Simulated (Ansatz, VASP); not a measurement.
## One calculation of WS2, two programs

```
CELL_PARAMETERS angstrom
3.14608 0.00000 0.00000
-1.57304 2.72459 0.00000
0.00000 0.00000 12.45051
ATOMIC_POSITIONS crystal
W 0.33333 0.66667 0.25000
W 0.66667 0.33333 0.75000
S 0.33333 0.66667 0.62417
S 0.66667 0.33333 0.12417
S 0.33333 0.66667 0.87583
S 0.66667 0.33333 0.37583
```

Change from the starting cell: strain along c alone, the other axes held, atoms relaxed: -2.0 %.

Alike in both runs: functional PBEsol; k mesh 12 × 12 × 2; occupations gaussian, width 0.02 eV; no spin polarisation.

Ansatz relaxed the structure, and its values are those at the end. VASP's run is a single point on that final structure, the one shown.

|  | VASP | Ansatz |
| --- | --- | --- |
| version | VASP 6.6.1 | Ansatz 0.2.0 |
| potentials or method | VASP PAW PBE potentials, release 64 (W_sv, S), cutoff 520 eV | scalar-relativistic, plane waves, PAW |
| valence electrons in the cell | 52 | 52 |

```tsv
	VASP	Ansatz	Ansatz less VASP
gap on the k mesh at the Fermi level (eV)	1.01	0.99	-0.016
least direct gap on the mesh (eV)	1.85	1.85	-0.004
pressure (GPa)	0.4	0.3	-0.12
rms of the force components (eV/Å)	0.011	0.001	-0.0099
```

VASP's potentials were made for PBE, not for PBEsol. Ansatz's warnings: stress scf threshold loose.

Spin-orbit coupling is off throughout.
